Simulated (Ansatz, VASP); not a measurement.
**One calculation of Sr, two programs**

```
CELL_PARAMETERS angstrom
0.00000 -4.66990 4.66990
-4.66990 0.00000 4.66990
-4.66990 -4.66990 0.00000
ATOMIC_POSITIONS crystal
Sr 0.75000 0.75000 0.75000
Sr 0.50000 0.50000 0.50000
Sr 0.25000 0.25000 0.25000
Sr 0.00000 0.00000 0.00000
```

Alike in both runs: functional PBEsol; k mesh 8 × 8 × 8; occupations gaussian, width 0.1 eV; no spin polarisation.

Ansatz relaxed the structure, and its values are those at the end. VASP's run is a single point on that final structure, the one shown.

|  | VASP | Ansatz |
| --- | --- | --- |
| version | VASP 6.6.1 | Ansatz 0.2.0 |
| potentials or method | VASP PAW PBE potentials, release 64 (Sr_sv), cutoff 520 eV | scalar-relativistic, plane waves, PAW |
| valence electrons in the cell | 40 | 40 |

|  | VASP | Ansatz | Ansatz less VASP |
| --- | --- | --- | --- |
| gap on the k mesh at the Fermi level (eV) | none | none | - |
| pressure (GPa) | 0.0 | 0.0 | -0.01 |

VASP's potentials were made for PBE, not for PBEsol. A gap of «none» marks a metal or a gap that the smearing closes. The functional is the same, so the differences come from potentials, cutoffs and numerics.
